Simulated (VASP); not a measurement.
# ZnS in VASP: notebook, part 2 of 2

VASP 6.6.1.

### Step 3. Single point, PBE

This run uses another cell than the first one: it holds 4 atoms, not 2.

The input, INCAR:

```
SYSTEM = ZnS
PREC = Accurate
ENCUT = 520
EDIFF = 1E-6
ISMEAR = 0
SIGMA = 0.02
LREAL = .False.
LASPH = .True.
NELM = 100
ALGO = Normal
ISIF = 2
LWAVE = .False.
LCHARG = .True.
GGA = PE
LELF = .True.
LVHAR = .True.
NBANDS = 26
```

The input, KPOINTS:

```
Automatic mesh
0
Gamma
  8 8 6
  0 0 0
```

The input, POSCAR:

```
ZnS
1.0
    2.7211543721      2.7211543721      0.0000000000
   -2.7211543721      2.7211543721      0.0000000000
    0.0000000000      0.0000000000      5.4423087443
Zn S
2 2
Direct
    0.0000000000      0.0000000000      0.0000000000
    0.5000000000      0.5000000000      0.5000000000
    0.5000000000      0.0000000000      0.7500000000
    0.0000000000      0.5000000000      0.2500000000
```

Potentials or basis: VASP PAW PBE potentials, release 64 (Zn, S).

The run is started by

```
$ cat potpaw_PBE.64/Zn/POTCAR potpaw_PBE.64/S/POTCAR > POTCAR
$ mpirun -np 1 vasp_std > vasp.out
```

OUTCAR:

```text
SYSTEM = ZnS
   PREC = Accurate
   ENCUT = 520
   EDIFF = 1E-6
   ISMEAR = 0
   LREAL = .False.
   LASPH = .True.
   NELM = 100
   ISIF = 2
   GGA = PE

 ion  position               nearest neighbor table
   1  0.000  0.000  0.000-   3 2.36   4 2.36   4 2.36   3 2.36
   2  0.500  0.500  0.500-   3 2.36   4 2.36   3 2.36   4 2.36
   3  0.500  0.000  0.750-   1 2.36   2 2.36   2 2.36   1 2.36
   4  0.000  0.500  0.250-   1 2.36   2 2.36   1 2.36   2 2.36

  LATTYP: Found a simple tetragonal cell.
 ALAT       =     3.8482934183
 C/A-ratio  =     1.4142135624

  Lattice vectors:

 A1 = (   2.7211543721,   2.7211543721,   0.0000000000)
 A2 = (  -2.7211543721,   2.7211543721,   0.0000000000)
 A3 = (   0.0000000000,   0.0000000000,   5.4423087443)

Analysis of symmetry for initial positions (statically):
=====================================================================
 Subroutine PRICEL returns following result:

  LATTYP: Found a face centered cubic cell.
 ALAT       =     5.4423087443

  Lattice vectors:

 A1 = (   0.0000000000,  -2.7211543721,  -2.7211543722)
 A2 = (   2.7211543721,   0.0000000000,  -2.7211543722)
 A3 = (   2.7211543721,  -2.7211543721,   0.0000000000)

   2 primitive cells build up your supercell.

 Routine SETGRP: Setting up the symmetry group for a
 simple tetragonal supercell.

 Subroutine GETGRP returns: Found  8 space group operations
 (whereof  8 operations were pure point group operations)
 out of a pool of 16 trial point group operations.

The static configuration has the point symmetry D_2d.

Analysis of symmetry for dynamics (positions and initial velocities):
=====================================================================
 Subroutine PRICEL returns following result:

  LATTYP: Found a face centered cubic cell.
 ALAT       =     5.4423087443

  Lattice vectors:

 A1 = (   0.0000000000,  -2.7211543721,  -2.7211543722)
 A2 = (   2.7211543721,   0.0000000000,  -2.7211543722)
 A3 = (   2.7211543721,  -2.7211543721,   0.0000000000)

   2 primitive cells build up your supercell.

 Routine SETGRP: Setting up the symmetry group for a
 simple tetragonal supercell.

 Subroutine GETGRP returns: Found  8 space group operations
 (whereof  8 operations were pure point group operations)
 out of a pool of 16 trial point group operations.

The dynamic configuration has the point symmetry D_2d.

 Subroutine INISYM returns: Found  8 space group operations
 (whereof  8 operations are pure point group operations),
 and found     2 'primitive' translations

----------------------------------------------------------------------------------------

                                     Primitive cell

  volume of cell :      40.2986

  direct lattice vectors                    reciprocal lattice vectors
     0.000000000 -2.721154372 -2.721154372    -0.183745548 -0.183745548 -0.183745548
     2.721154372  0.000000000 -2.721154372     0.183745548  0.183745548 -0.183745548
     2.721154372 -2.721154372  0.000000000     0.183745548 -0.183745548  0.183745548

  length of vectors
     3.848293418  3.848293418  3.848293418     0.318256624  0.318256624  0.318256624

  position of ions in fractional coordinates (direct lattice)
     0.000000000  0.000000000  0.000000000
     0.750000000  0.750000000  0.750000000

  ion indices of the primitive-cell ions
[... 22 lines left out ...]
  Shift w.r.t. Gamma in fractional coordinates (k-lattice)
     0.000000000  0.000000000  0.000000000

 Subroutine IBZKPT returns following result:
 ===========================================

 Found     60 irreducible k-points:

 Following reciprocal coordinates:
            Coordinates               Weight
  0.000000  0.000000  0.000000      1.000000
  0.125000  0.000000  0.000000      4.000000
  0.250000  0.000000  0.000000      4.000000
  0.375000  0.000000  0.000000      4.000000
  0.500000  0.000000  0.000000      2.000000
  0.125000  0.125000  0.000000      4.000000
[... 16 lines left out ...]
  0.375000  0.125000  0.166667     16.000000
  0.500000  0.125000  0.166667      8.000000
 [... further k-points ...]
   k-points           NKPTS =     60   k-points in BZ     NKDIM =     60   number of bands    NBANDS=     26
   number of dos      NEDOS =    301   number of ions     NIONS =      4
   total plane-waves  NPLWV =  36000
   dimension x,y,z NGX =    30 NGY =   30 NGZ =   40
   dimension x,y,z NGXF=    60 NGYF=   60 NGZF=   80
   ions per type =               2   2
   NGX,Y,Z   is equivalent  to a cutoff of  12.96, 12.96, 12.22 a.u.
   NGXF,Y,Z  is equivalent  to a cutoff of  25.92, 25.92, 24.44 a.u.
 SYSTEM =  ZnS
   PREC   = accura    normal or accurate (medium, high low for compatibility)
   ISTART =      0    job   : 0-new  1-cont  2-samecut
   ICHARG =      2    charge: 1-file 2-atom 10-const
   ISPIN  =      1    spin polarized calculation?
   LNONCOLLINEAR =      F non collinear calculations
   LSORBIT =      F    spin-orbit coupling
   LASPH  =      T    aspherical Exc in radial PAW
   ENCUT  =  520.0 eV  38.22 Ry    6.18 a.u.   7.16  7.16 10.12*2*pi/ulx,y,z
   NELM   =    100;   NELMIN=  2; NELMDL= -5     # of ELM steps
   EDIFF  = 0.1E-05   stopping-criterion for ELM
   LREAL  =      F    real-space projection
   EDIFFG = 0.1E-04   stopping-criterion for IOM
   NSW    =      0    number of steps for IOM
   IBRION =     -1    ionic relax: 0-MD 1-quasi-New 2-CG
   NFREE  =      0    steps in history (QN), initial steepest desc. (CG)
   ISIF   =      2    stress and relaxation
   ISYM   =      2    0-nonsym 1-usesym 2-fastsym
   POTIM  = 0.5000    time-step for ionic-motion
   TEBEG  =    0.0;   TEEND  =   0.0 temperature during run
   PSTRESS=    0.0 pullay stress
   NELECT =      36.0000    total number of electrons
   NUPDOWN=      -1.0000    fix difference up-down
   EMIN   =  10.00;   EMAX   =-10.00  energy-range for DOS
   EFERMI =   0.00;   METHOD = LEGACY
   ISMEAR =     0;   SIGMA  =   0.02  broadening in eV -4-tet -1-fermi 0-gaus
   EFERMI_NEDOS =   21; number of points for ismear=-14 and -15
   IALGO  =     38    algorithm
   IMIX   =      4    mixing-type and parameters
     AMIX     =   0.40;   BMIX     =  1.00
     AMIX_MAG =   1.60;   BMIX_MAG =  1.00
  volume/ion in A,a.u.               =      20.15       135.97
  Fermi-wavevector in a.u.,A,eV,Ry     =   1.251418  2.364838 21.307372  1.566048
  Thomas-Fermi vector in A             =   2.385367
   LORBIT       =      0    0 simple, 1 ext, 2 COOP (PROOUT), +10 PAW based schemes
   GGA     = PE    functional components
   LHFCALC =     F    Hartree Fock is set to
   AEXX    =    0.0000 exact exchange contribution
   IVDW    =     0    specifies the selected vdW correction
   LEPSILON=     F    determine dielectric tensor
   LRPA    =     F    only Hartree local field effects (RPA)
 non-spin polarized calculation
 Gauss-broadening in eV      SIGMA  =   0.02
  energy-cutoff  :      520.00
  volume of cell :       80.60
 maximum number of plane-waves:      2212
 NGX is ok and might be reduce to    30

 number of electron      35.9999978 magnetization

 Free energy of the ion-electron system (eV)
  ---------------------------------------------------
  ext. energy  EPLUGINS =         0.00000000
  ---------------------------------------------------
  free energy    TOTEN  =       -13.70497283 eV

  energy without entropy =      -13.70497283  energy(sigma->0) =      -13.70497283

 E-fermi :   2.0660     XC(G=0):  -9.5306

 val. band max:        1.9113291126   @ k =   0.0000   0.0000   0.0000
 cond. band min:       3.9335614087   @ k =   0.0000   0.0000   0.0000
 fundamental gap:      2.0222322962
 Fermi energy:         2.0659917878

 k-point     1 :       0.0000    0.0000    0.0000
  band No.  band energies     occupation
      1     -11.0835      2.00000
      2      -9.8966      2.00000
      3      -4.3537      2.00000
      4      -4.3452      2.00000
      5      -4.3452      2.00000
      6      -4.3452      2.00000
[... 685 lines left out ...]
     25      10.4469      0.00000
     26      10.4469      0.00000

 [... further k-points ...]
[... 5 lines left out ...]
  --------------------------------------------------------------------------------------
  -------------------------------------------------------------------------------------
  Total        0.0946310      0.0946310      0.0924974      0.0000000     -0.0000000     -0.0000000
  in kB        1.8811536      1.8811536      1.8387406      0.0000000     -0.0000000     -0.0000000
  external PRESSURE =       1.8670160 kB  Pullay stress =       0.0000000 kB

 VOLUME and BASIS-vectors are now :
 -----------------------------------------------------------------------------
  energy-cutoff  :      520.00
  volume of cell :       80.60
      direct lattice vectors                 reciprocal lattice vectors
     2.721154372  2.721154372  0.000000000     0.183745548  0.183745548  0.000000000
    -2.721154372  2.721154372  0.000000000    -0.183745548  0.183745548  0.000000000
     0.000000000  0.000000000  5.442308744     0.000000000  0.000000000  0.183745548

 POSITION                                       TOTAL-FORCE (eV/Angst)
 -----------------------------------------------------------------------------------
      0.00000      0.00000      0.00000        -0.000000      0.000000     -0.000000
      0.00000      2.72115      2.72115        -0.000000     -0.000000      0.000000
      1.36058      1.36058      4.08173         0.000000     -0.000000     -0.000000
     -1.36058      1.36058      1.36058         0.000000      0.000000     -0.000000
 -----------------------------------------------------------------------------------
    total drift:                               -0.000000      0.000000      0.000000

  FREE ENERGIE OF THE ION-ELECTRON SYSTEM (eV)
  ---------------------------------------------------
  free  energy   TOTEN  =       -13.7049728316 eV

  energy  without entropy=      -13.7049728316  energy(sigma->0) =      -13.70497283
```

Run time: 2.3 min. Hardware: 1 thread of AMD EPYC 7R43 (Zen 3), shared host; peak memory 0.2 GiB.

What came out:

* Free energy: -13.7050 eV
* Pressure: 0.2 GPa
* Band gap on the k mesh: 2.02 eV

### Step 4. Single point, PBE (uniaxial strain along c: -1.0 %, then relaxed in part)

The input, INCAR:

```
SYSTEM = ZnS
ALGO     = Normal         ! electronic algorithm
EDIFF    = 1E-6           ! SCF threshold, eV
ENCUT    = 520            ! plane-wave cutoff, eV
GGA      = PE             ! functional
ISIF     = 2              ! what is computed and relaxed
ISMEAR   = 0              ! smearing method
LASPH    = .TRUE.         ! aspherical terms in the spheres
LCHARG   = .TRUE.         ! write CHGCAR
LELF     = .TRUE.         ! ELF
LREAL    = .FALSE.        ! projectors in reciprocal space
LVHAR    = .TRUE.       
LWAVE    = .FALSE.        ! write WAVECAR
NBANDS   = 26             ! bands
NELM     = 60             ! most SCF steps
PREC     = Accurate       ! precision mode
SIGMA    = 0.02           ! smearing width, eV
```

The input, KPOINTS:

```
k-points
0
G
  8 8 6
  0 0 0
```

The input, POSCAR:

```
ZnS
1.0
    2.7320775200      2.7320775200      0.0000000000
   -2.7320775200      2.7320775200      0.0000000000
    0.0000000000      0.0000000000      5.3878856569
Zn S
2 2
Direct
    0.0000000000      0.0000000000      0.0000000000
    0.5000000000      0.5000000000      0.5000000000
    0.5000000000      0.0000000000      0.7500000000
    0.0000000000      0.5000000000      0.2500000000
```

The run is started by

```
$ cat potpaw_PBE.64/Zn/POTCAR potpaw_PBE.64/S/POTCAR > POTCAR
$ mpirun -np 1 vasp_std > vasp.out
```

Run time: 2.4 min. Hardware: 1 thread of AMD EPYC 7R43 (Zen 3), shared host; peak memory 0.2 GiB.

Results (log left out):

```yaml
Free_energy: -13.7034 eV
Pressure: 0.3 GPa
Band_gap_on_the_k_mesh: 2.00 eV
```

Stress tensor (GPa, compression positive):
```
0.14 0.00 0.00
0.00 0.14 0.00
0.00 0.00 0.70
```

Levels at points of the mesh, in eV from the valence-band top:
```
           k point  band 15  band 16  band 17  band 18  band 19  band 20  band 21  band 22
(0.00, 0.00, 0.00)    -2.23    -0.05    -0.05     0.00     2.00     3.37     3.95     6.38
(0.50, 0.00, 0.00)    -2.43    -2.43    -0.95    -0.95     4.71     4.71     6.61     6.61
(0.50, 0.50, 0.00)    -2.17    -2.17    -2.14    -2.14     3.44     3.44     4.09     4.09
(0.00, 0.00, 0.50)    -1.26    -1.26    -1.26    -1.26     4.42     4.42     4.50     4.50
(0.50, 0.00, 0.50)    -0.91    -0.91    -0.83    -0.83     3.24     3.24     6.85     6.85
(0.50, 0.50, 0.50)    -2.69    -2.69    -2.66    -2.66     5.74     5.74     5.98     5.98
```

Caveat: the cell differs from its parent crystal (uniaxial strain along c: -1.0 %, then relaxed in part).

### Step 5. Single point, PBE

This run uses another cell than the first one: it holds 4 atoms, not 2.

The input, INCAR:

```
PREC = Accurate
ENCUT = 520
EDIFF = 1E-7
ISMEAR = 0
SIGMA = 0.02
LREAL = False
LASPH = True
NELM = 100
ALGO = Normal
ISIF = 2
LWAVE = False
LCHARG = False
GGA = PE
NBANDS = 26
```

The input, KPOINTS:

```
regular mesh
0
Gamma
  8 8 6
```

POSCAR is that of step 4.

The run is started by

```
$ cat potpaw_PBE.64/Zn/POTCAR potpaw_PBE.64/S/POTCAR > POTCAR
$ mpirun -np 1 vasp_std > vasp.out
```

Wall time 2.3 min (1 thread of AMD EPYC 7R43 (Zen 3), shared host); peak memory 0.2 GiB.

Results (log left out):

```yaml
Free_energy: -13.7034 eV
Pressure: 0.3 GPa
Band_gap_on_the_k_mesh: 2.00 eV
```

Stress tensor (GPa, compression positive):
```
0.14 0.00 0.00
0.00 0.14 0.00
0.00 0.00 0.70
```

Levels at points of the mesh, in eV from the valence-band top:
```csv
k point,band 16,band 17,band 18,band 19,band 20,band 21
"(0.00, 0.00, 0.00)",-0.05,-0.05,0.00,2.00,3.37,3.95
"(0.50, 0.00, 0.00)",-2.43,-0.95,-0.95,4.71,4.71,6.61
"(0.50, 0.50, 0.00)",-2.17,-2.14,-2.14,3.44,3.44,4.09
"(0.00, 0.00, 0.50)",-1.26,-1.26,-1.26,4.42,4.42,4.50
"(0.50, 0.00, 0.50)",-0.91,-0.83,-0.83,3.24,3.24,6.85
"(0.50, 0.50, 0.50)",-2.69,-2.66,-2.66,5.74,5.74,5.98
```

### Step 6. Summary

```csv
cell,k mesh,smearing,gap on the mesh (eV),pressure (GPa)
"a = 3.848 Å, angles 60.0°, 2 atoms",10 × 10 × 10,gaussian 0.01 eV,2.02,0.2
"a = 3.848, b = 3.848, c = 5.442 Å, 4 atoms",8 × 8 × 6,gaussian 0.02 eV,2.02,0.2
"a = 3.864, b = 3.864, c = 5.388 Å, 4 atoms",8 × 8 × 6,gaussian 0.02 eV,2.00,0.3
```

Alike in all rows: task single point; level PBE; potentials or basis VASP PAW PBE potentials, release 64 (Zn, S); no spin polarisation; cutoff (eV) 520.

Absolute energies hang on the potentials; compare differences alone.
